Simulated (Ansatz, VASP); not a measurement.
# TiAl in VASP and in Ansatz

The input INCAR:

```
SYSTEM = TiAl
PREC = Accurate
ENCUT = 520
EDIFF = 1E-6
ISMEAR = 0
SIGMA = 0.15
LREAL = .False.
LASPH = .True.
NELM = 100
ALGO = Normal
ISIF = 2
LWAVE = .False.
LCHARG = .False.
GGA = PS
NBANDS = 14
```

The input KPOINTS:

```
Automatic mesh
0
Gamma
  14 14 14
  0 0 0
```

The input POSCAR:

```
TiAl
1.0
    3.1560751060      0.0000000000      0.0000000000
    0.0000000000      3.3874154113      0.0000000000
    0.0000000000      0.0000000000      3.1560751060
Ti Al
1 1
Direct
    0.0000000000      0.0000000000      0.0000000000
    0.5000000000      0.5000000000      0.5000000000
```

Input for Ansatz:

```yaml
crystal:
  lattice:
    - [3.156075106, 0.0, 0.0]
    - [0.0, 3.3874154113, 0.0]
    - [0.0, 0.0, 3.156075106]
  atoms:
    - { symbol: Ti, position: [0.0, 0.0, 0.0] }
    - { symbol: Al, position: [0.5, 0.5, 0.5] }
basis:
  ecutwfc: 520.0
kpoints:
  mp_grid: { grid: [14, 14, 14] }
hamiltonian:
  xc: pbesol
  pseudopotentials: { kind: paw, azcp: { folder: soft_1 } }
scf:
  occupations: { method: gaussian, width: 0.15 }
output:
  forces: true
  stress: true
  eigenvalues: true
```

Change from the starting cell: normal strain along x +0.0000, normal strain along y +0.0733.

Alike in both runs: task single point; functional PBEsol; k mesh 14 × 14 × 14; occupations gaussian, width 0.15 eV; no spin polarisation.

|  | VASP | Ansatz |
| --- | --- | --- |
| version | VASP 6.6.1 | Ansatz 0.2.0 |
| potentials or method | VASP PAW PBE potentials, release 64 (Ti_sv, Al), cutoff 520 eV | scalar-relativistic, plane waves, PAW |
| valence electrons in the cell | 15 | 15 |

|  | VASP | Ansatz | Ansatz less VASP |
| --- | --- | --- | --- |
| gap on the k mesh at the Fermi level (eV) | none | none | - |
| pressure (GPa) | -7.1 | -7.2 | -0.09 |
| traceless stress, the component that is largest in VASP (GPa) | 3.45 | 3.45 | +0.006 |

VASP's potentials were made for PBE, not for PBEsol, and Ansatz warns of the same on its side. A gap of «none» marks a metal or a gap that the smearing closes.
